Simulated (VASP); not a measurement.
CdTeH2: single point with PBE

CdTeH2, a wire with vacuum:

```
Cd Te H
1.0
    18.80000    0.00000    0.00000
     0.00000   19.50000    0.00000
     0.00000    0.00000    4.81489
Cd Te H
5 5 10
Direct
  0.55311 0.53173 0.00000
  0.43529 0.73514 0.50000
  0.42437 0.35956 0.50000
  0.70209 0.35411 0.50000
  0.30540 0.52574 0.00000
  0.55079 0.61905 0.50000
  0.56582 0.28920 0.50000
  0.67432 0.44487 0.00000
  0.43279 0.44826 0.00000
  0.33680 0.61736 0.50000
  0.63332 0.65159 0.50000
  0.56695 0.26977 0.09142
  0.56695 0.26977 0.90858
  0.44417 0.78217 0.91533
  0.44417 0.78217 0.08467
  0.35353 0.30409 0.50000
  0.74281 0.49982 0.00000
  0.78857 0.32762 0.50000
  0.21577 0.51227 0.00000
  0.26123 0.66268 0.50000
```

```
Program                : VASP 6.6.1
Task                   : single point
Functional             : PBE
Potentials or basis    : VASP PAW PBE potentials, release 64 (Cd, Te, H)
Cutoff                 : 520 eV
k mesh                 : 1 × 1 × 7
Occupations            : gaussian, width 0.05 eV
Spin                   : no spin polarisation
Dipole correction      : no
Further INCAR settings : LREAL = Auto; ALGO = Normal; EDIFF = 1e-06; NBANDS = 66
```

```
Largest force          : 0.073 eV/Å
Band gap on the k mesh : 0.63 eV
```

Forces in eV/Å, atoms in the order of the input:
```
Cd  -0.005 -0.005  0.000
Cd  -0.012 -0.009  0.000
Cd   0.013  0.032  0.000
Cd  -0.026  0.015  0.000
Cd   0.037  0.004  0.000
Te  -0.051 -0.015  0.000
Te  -0.002 -0.013  0.000
Te  -0.038 -0.034  0.000
Te   0.005  0.009  0.000
Te   0.064 -0.034  0.000
H    0.053  0.020  0.000
H    0.000  0.002 -0.004
H    0.000  0.002  0.004
H    0.003  0.003  0.006
H    0.003  0.003 -0.006
H   -0.031 -0.032  0.000
H    0.045  0.036  0.000
H    0.047 -0.017  0.000
H   -0.055 -0.003  0.000
H   -0.050  0.034  0.000
```

Levels at points of the mesh, in eV from the valence-band top:
```
           k point  band 46  band 47  band 48  band 49  band 50  band 51  band 52  band 53  band 54  band 55
(0.00, 0.00, 0.00)    -1.06    -1.01    -0.76    -0.65    -0.61     1.06     1.78     2.22     2.69     2.70
```

Wall time 22 min on 1 thread of AMD EPYC 7R43 64-Core Processor (Zen 3), on a shared host, peak memory 1.5 GiB.

Caveat: spin-orbit coupling is left out, which moves the levels of the heavy elements.
